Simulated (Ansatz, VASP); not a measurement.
**One calculation of CeO2, two programs**

```
Ce O
1.0
     0.00000    2.73000    2.73000
     2.73000    0.00000    2.73000
     2.73000    2.73000    0.00000
Ce O
1 2
Direct
  0.00634 0.00634 0.00634
  0.25000 0.25000 0.25000
  0.75000 0.75000 0.75000
```

Alike in both runs: task single point; functional HSE06; k mesh 4 × 4 × 4; occupations fermi-dirac, width 0.05 eV; no spin polarisation.

|  | VASP | Ansatz |
| --- | --- | --- |
| version | VASP 6.6.1 | Ansatz 0.2.0 development build |
| potentials or method | VASP PAW PBE potentials, release 64 (Ce, O), cutoff 520 eV | plane waves, PAW datasets (generated soft set 1) |
| valence electrons in the cell | 24 | 24 |

Ansatz gave:

```
gap on the k mesh at the Fermi level (eV) : 3.50
rms of the force components (eV/Å)        : 0.131
```

**Question.** What did VASP give for the same quantities?

**Answer.** gap on the k mesh at the Fermi level (eV): 3.44; rms of the force components (eV/Å): 0.134.

Atom by atom the forces differ by 0.003 eV/Å (rms over components). Ansatz's warnings: stress exchange threshold loose, stress scf threshold loose.

The k mesh is coarse, so the values compare programs but aren't converged. Spin-orbit coupling is off throughout.
